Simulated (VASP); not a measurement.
# SnO3 (Fm-3m) in VASP: a series of runs, part 2 of 2

VASP 6.6.1.

## Step 4: Single point, PBE

This run uses another cell than the first one, of 9.91 Å³/atom, 1.010 times its volume.

File INCAR:

```
SYSTEM = SnO3
PREC = Accurate ; ENCUT = 520
EDIFF = 1E-6 ; ISMEAR = -1
SIGMA = 0.02 ; LREAL = .FALSE.
LASPH = .TRUE. ; NELM = 100
ALGO = Normal ; ISIF = 2
LWAVE = .FALSE. ; LCHARG = .TRUE.
GGA = PE ; LELF = .TRUE.
LVHAR = .TRUE. ; NBANDS = 24
```

File KPOINTS:

```
regular mesh
0
G
  7 7 7
  0 0 0
```

File POSCAR:

```
SnO3
1.0
    0.0000000000      2.7058172784      2.7058172784
    2.7058172784      0.0000000000      2.7058172784
    2.7058172784      2.7058172784      0.0000000000
Sn O
1 3
Direct
    0.0000000000      0.0000000000      0.0000000000
    0.5000000000      0.5000000000      0.5000000000
    0.2500000000      0.2500000000      0.2500000000
    0.7500000000      0.7500000000      0.7500000000
```

Potentials or basis: VASP PAW PBE potentials, release 64 (Sn_d, O).

Run with:

```sh
$ cat potpaw_PBE.64/Sn_d/POTCAR potpaw_PBE.64/O/POTCAR > POTCAR
$ mpirun -np 1 vasp_std > vasp.out
```

OUTCAR:

```text
SYSTEM = SnO3
   PREC = Accurate
   ENCUT = 520
   EDIFF = 1E-6
   ISMEAR = -1
   LREAL = .FALSE.
   LASPH = .TRUE.
   NELM = 100
   ISIF = 2
   GGA = PE

 ion  position               nearest neighbor table
   1  0.000  0.000  0.000-   3 2.34   4 2.34   4 2.34   4 2.34   4 2.34   3 2.34   3 2.34   3 2.34
                             2 2.71   2 2.71   2 2.71   2 2.71   2 2.71   2 2.71
   2  0.500  0.500  0.500-   1 2.71   1 2.71   1 2.71   1 2.71   1 2.71   1 2.71
   3  0.250  0.250  0.250-   1 2.34   1 2.34   1 2.34   1 2.34
   4  0.750  0.750  0.750-   1 2.34   1 2.34   1 2.34   1 2.34

  LATTYP: Found a face centered cubic cell.
 ALAT       =     5.4116345568

  Lattice vectors:

 A1 = (   0.0000000000,   2.7058172784,   2.7058172784)
 A2 = (   2.7058172784,   0.0000000000,   2.7058172784)
 A3 = (   2.7058172784,   2.7058172784,   0.0000000000)

Analysis of symmetry for initial positions (statically):
=====================================================================
 Subroutine PRICEL returns:
 Original cell was already a primitive cell.

 Routine SETGRP: Setting up the symmetry group for a
 face centered cubic supercell.

[... 164 lines left out ...]
 E-fermi :   7.2150     XC(G=0): -12.3581

 val. band max:        7.2140384381   @ k =  -0.2857   0.4286   0.1429
 cond. band min:       7.2353569148   @ k =  -0.4286   0.1429   0.0000
 fundamental gap:      0.0213184767
 Fermi energy:         7.2149709853

 k-point     1 :       0.0000    0.0000    0.0000
  band No.  band energies     occupation
      1     -13.6984      2.00000
      2     -13.6984      2.00000
      3     -13.6984      2.00000
      4     -13.6249      2.00000
      5     -13.6249      2.00000
      6     -12.7146      2.00000
[... 529 lines left out ...]
     23      23.7341      0.00000
     24      23.9286      0.00000

------------------------ aborting loop because EDIFF is reached ----------------------------------------

  FORCE on cell =-STRESS in cart. coord.  units (eV):
  Direction    XX          YY          ZZ          XY          YZ          ZX
  --------------------------------------------------------------------------------------
  -------------------------------------------------------------------------------------
  Total       -0.3459862     -0.3459862     -0.3459862      0.0000000      0.0000000     -0.0000000
  in kB      -13.9908457    -13.9908457    -13.9908457      0.0000000      0.0000000     -0.0000000
  external PRESSURE =     -13.9908457 kB  Pullay stress =       0.0000000 kB

 VOLUME and BASIS-vectors are now :
 -----------------------------------------------------------------------------
  energy-cutoff  :      520.00
  volume of cell :       39.62
      direct lattice vectors                 reciprocal lattice vectors
     0.000000000  2.705817278  2.705817278    -0.184787053  0.184787053  0.184787053
     2.705817278  0.000000000  2.705817278     0.184787053 -0.184787053  0.184787053
     2.705817278  2.705817278  0.000000000     0.184787053  0.184787053 -0.184787053

 POSITION                                       TOTAL-FORCE (eV/Angst)
 -----------------------------------------------------------------------------------
      0.00000      0.00000      0.00000        -0.000000      0.000000      0.000000
      2.70582      2.70582      2.70582        -0.000000      0.000000      0.000000
      1.35291      1.35291      1.35291        -0.000000     -0.000000     -0.000000
      4.05873      4.05873      4.05873         0.000000      0.000000      0.000000
 -----------------------------------------------------------------------------------
    total drift:                                0.000000     -0.000000      0.000000

  FREE ENERGIE OF THE ION-ELECTRON SYSTEM (eV)
  ---------------------------------------------------
  free  energy   TOTEN  =       -18.4218725210 eV

  energy  without entropy=      -18.4126429813  energy(sigma->0) =      -18.41725775
```

OSZICAR:

```text
N       E                     dE             d eps       ncg     rms          rms(c)
DAV:   1     0.293535027685E+03    0.29354E+03   -0.16002E+04  1072   0.198E+03
DAV:   2     0.911431965144E+01   -0.28442E+03   -0.26393E+03  1072   0.528E+02
DAV:   3    -0.198148864421E+02   -0.28929E+02   -0.28016E+02  1112   0.132E+02
DAV:   4    -0.206013930936E+02   -0.78651E+00   -0.78458E+00  1104   0.233E+01
DAV:   5    -0.206185671118E+02   -0.17174E-01   -0.17173E-01  1256   0.355E+00    0.869E+00
DAV:   6    -0.186462612170E+02    0.19723E+01   -0.46052E+00  1360   0.492E+01    0.504E+00
DAV:   7    -0.186492571355E+02   -0.29959E-02   -0.16996E+00  1128   0.110E+01    0.396E+00
DAV:   8    -0.184313652313E+02    0.21789E+00   -0.34654E-01  1216   0.486E+00    0.123E+00
DAV:   9    -0.184273198226E+02    0.40454E-02   -0.10150E-01  1112   0.261E+00    0.707E-01
DAV:  10    -0.184216983339E+02    0.56215E-02   -0.13743E-02  1168   0.984E-01    0.112E-01
DAV:  11    -0.184219123777E+02   -0.21404E-03   -0.14943E-03  1080   0.288E-01    0.619E-02
DAV:  12    -0.184218969104E+02    0.15467E-04   -0.26139E-04  1216   0.134E-01    0.463E-02
DAV:  13    -0.184218718750E+02    0.25035E-04   -0.53741E-05  1048   0.685E-02    0.570E-03
DAV:  14    -0.184218725210E+02   -0.64607E-06   -0.64381E-06  1088   0.176E-02
   1 F= -.18421873E+02 E0= -.18417258E+02  d E =-.922954E-02
```

Run time: 20 s. Hardware: 1 thread of Intel Xeon Platinum 8259CL at 2.50GHz (Skylake/Cascade Lake), shared host; peak memory 0.16 GiB.

What came out:

```
Free energy            : -18.4219 eV
Pressure               : -1.4 GPa
Band gap on the k mesh : zero (band 16 reaches 7.45 eV, above the bottom of band 17 at 6.04 eV)
```

Caveat: spin-orbit coupling is left out, which moves the levels of the heavy elements.

## Step 5: Relaxation of cell and atoms, PBE

File INCAR:

```
SYSTEM = SnO3
  PREC = Accurate
  ENCUT = 600
  EDIFF = 1E-6
  ISMEAR = -1
  SIGMA = 0.02
  LREAL = .False.
  LASPH = .True.
  NELM = 60
  ALGO = Normal
  ISIF = 3
  LWAVE = .False.
  LCHARG = .False.
  GGA = PE
  IBRION = 2
  NSW = 80
  EDIFFG = -0.02
```

File KPOINTS:

```
regular mesh
0
Gamma
  7 7 7
  0 0 0
```

File POSCAR:

```
SnO3
1.0
    0.0000000000      2.6968575529      2.6968575529
    2.6968575529      0.0000000000      2.6968575529
    2.6968575529      2.6968575529      0.0000000000
Sn O
1 3
Direct
    0.0000000000      0.0000000000      0.0000000000
    0.5000000000      0.5000000000      0.5000000000
    0.2500000000      0.2500000000      0.2500000000
    0.7500000000      0.7500000000      0.7500000000
```

Potentials or basis: VASP PAW PBE potentials, release 64 (Sn_d, O).

Run with:

```sh
$ cat potpaw_PBE.64/Sn_d/POTCAR potpaw_PBE.64/O/POTCAR > POTCAR
$ mpirun -np 1 vasp_std > vasp.out
```

OUTCAR:

```text
SYSTEM = SnO3
   PREC = Accurate
   ENCUT = 600
   EDIFF = 1E-6
   ISMEAR = -1
   LREAL = .False.
   LASPH = .True.
   NELM = 60
   ISIF = 3
   GGA = PE
   IBRION = 2
   NSW = 80
   EDIFFG = -0.02

 ion  position               nearest neighbor table
   1  0.000  0.000  0.000-   4 2.34   4 2.34   4 2.34   3 2.34   4 2.34   3 2.34   3 2.34   3 2.34
                             2 2.70   2 2.70   2 2.70   2 2.70   2 2.70   2 2.70
   2  0.500  0.500  0.500-   1 2.70   1 2.70   1 2.70   1 2.70   1 2.70   1 2.70
   3  0.250  0.250  0.250-   1 2.34   1 2.34   1 2.34   1 2.34
   4  0.750  0.750  0.750-   1 2.34   1 2.34   1 2.34   1 2.34

  LATTYP: Found a face centered cubic cell.
 ALAT       =     5.3937151058

  Lattice vectors:

 A1 = (   0.0000000000,   2.6968575529,   2.6968575529)
 A2 = (   2.6968575529,   0.0000000000,   2.6968575529)
 A3 = (   2.6968575529,   2.6968575529,   0.0000000000)

Analysis of symmetry for initial positions (statically):
=====================================================================
 Subroutine PRICEL returns:
 Original cell was already a primitive cell.
[... 168 lines left out ...]

 E-fermi :   7.3572     XC(G=0): -12.4140

 val. band max:        7.3565001404   @ k =  -0.2857   0.4286   0.1429
 cond. band min:       7.3775315140   @ k =  -0.4286   0.1429   0.0000
 fundamental gap:      0.0210313736
 Fermi energy:         7.3571979443

 k-point     1 :       0.0000    0.0000    0.0000
  band No.  band energies     occupation
      1     -13.5580      2.00000
      2     -13.5580      2.00000
      3     -13.5580      2.00000
      4     -13.4806      2.00000
      5     -13.4806      2.00000
      6     -12.6670      2.00000
[... 449 lines left out ...]
     19      15.9497      0.00000
     20      16.1983      0.00000

------------------------ aborting loop because EDIFF is reached ----------------------------------------

  FORCE on cell =-STRESS in cart. coord.  units (eV):
  Direction    XX          YY          ZZ          XY          YZ          ZX
  --------------------------------------------------------------------------------------
  -------------------------------------------------------------------------------------
  Total        0.0217740      0.0217740      0.0217740      0.0000000      0.0000000     -0.0000000
  in kB        0.8892922      0.8892922      0.8892922      0.0000000      0.0000000     -0.0000000
  external PRESSURE =       0.8892922 kB  Pullay stress =       0.0000000 kB

 VOLUME and BASIS-vectors are now :
 -----------------------------------------------------------------------------
  energy-cutoff  :      600.00
  volume of cell :       39.23
      direct lattice vectors                 reciprocal lattice vectors
     0.000000000  2.696857553  2.696857553    -0.185400968  0.185400968  0.185400968
     2.696857553  0.000000000  2.696857553     0.185400968 -0.185400968  0.185400968
     2.696857553  2.696857553  0.000000000     0.185400968  0.185400968 -0.185400968

 POSITION                                       TOTAL-FORCE (eV/Angst)
 -----------------------------------------------------------------------------------
      0.00000      0.00000      0.00000         0.000000     -0.000000      0.000000
      2.69686      2.69686      2.69686         0.000000     -0.000000      0.000000
      1.34843      1.34843      1.34843        -0.000000     -0.000000     -0.000000
      4.04529      4.04529      4.04529         0.000000      0.000000      0.000000
 -----------------------------------------------------------------------------------
    total drift:                                0.000000     -0.000000     -0.000000

  FREE ENERGIE OF THE ION-ELECTRON SYSTEM (eV)
  ---------------------------------------------------
  free  energy   TOTEN  =       -18.4260759636 eV

  energy  without entropy=      -18.4168981420  energy(sigma->0) =      -18.42148705

 reached required accuracy - stopping structural energy minimisation
```

It took 22 s on 1 thread of Intel Xeon Platinum 8259CL at 2.50GHz (Skylake/Cascade Lake), shared host; peak memory 0.17 GiB.

What came out:

* Free energy: -18.4261 eV
* Pressure after relaxing: 0.1 GPa
* Band gap on the k mesh: zero (band 16 reaches 7.60 eV, above the bottom of band 17 at 6.17 eV)

Final structure:
```
Sn O
1.0
     0.00000    2.69686    2.69686
     2.69686    0.00000    2.69686
     2.69686    2.69686    0.00000
Sn O
1 3
Cartesian
  0.0000 0.0000 0.0000
  2.6969 2.6969 2.6969
  1.3484 1.3484 1.3484
  4.0453 4.0453 4.0453
```

Levels at points of the mesh, in eV from the Fermi level:
```csv
k point,band 14,band 15,band 16,band 17,band 18,band 19
"(0.00, 0.00, 0.00)",-2.97,-1.19,-1.19,-1.19,-1.09,8.41
```

Caveat: the relaxation stopped at its first step, so nothing moved; spin-orbit coupling is left out, which moves the levels of the heavy elements.

## Step 6: Summary

```csv
task,cell,cutoff (eV),gap on the mesh (eV),pressure (GPa)
single point,"a = 3.814 Å, angles 60.0°, 4 atoms",520,none,0.2
single point,"a = 3.801 Å, angles 60.0°, 4 atoms",520,none,2.0
single point,"a = 3.827 Å, angles 60.0°, 4 atoms",520,none,-1.4
relaxation of cell and atoms,"relaxed from a = 3.814 Å, angles 60.0°, 4 atoms",600,none,0.1
```

Alike in all rows: level PBE; potentials or basis VASP PAW PBE potentials, release 64 (Sn_d, O); no spin polarisation; k mesh 7 × 7 × 7; smearing fermi-dirac 0.02 eV.

Caveats: spin-orbit coupling is left out, which moves the levels of the heavy elements; the relaxation stopped at its first step, so nothing moved (some runs).

Total energies depend on the potentials used, so only differences within one code and one set of settings carry meaning.
